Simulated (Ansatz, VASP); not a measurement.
## Two plane-wave programs on Al3BP4

```
Al B P
1.0
     3.71881    0.00000    0.00000
    -1.85940    3.22058    0.00000
     0.00000    0.00000   12.44163
Al B P
3 1 4
Direct
  0.66667 0.33333 0.75060
  0.33333 0.66667 0.01288
  0.33333 0.66667 0.48854
  0.66667 0.33333 0.25590
  0.66667 0.33333 0.41617
  0.66667 0.33333 0.94124
  0.33333 0.66667 0.20562
  0.33333 0.66667 0.67905
```

Alike in both runs: task relaxation of cell and atoms; functional PBE; k mesh 12 × 12 × 4; occupations gaussian, width 0.02 eV; no spin polarisation.

|  | VASP | Ansatz |
| --- | --- | --- |
| version | VASP 6.6.1 | Ansatz 0.2.0 |
| potentials or method | VASP PAW PBE potentials, release 64 (Al, B, P), cutoff 600 eV | scalar-relativistic, plane waves, PAW |
| valence electrons in the cell | 32 | 32 |

|  | VASP | Ansatz | Ansatz less VASP |
| --- | --- | --- | --- |
| gap on the k mesh at the Fermi level, each at its own relaxed structure (eV) | 0.90 | 0.90 | -0.001 |
| relaxed volume (Å³/atom) | 18.61 | 18.63 | +0.020 |
| relaxed length of the cell vector where the two differ most in proportion (Å) | 12.447 | 12.451 | +0.0048 |
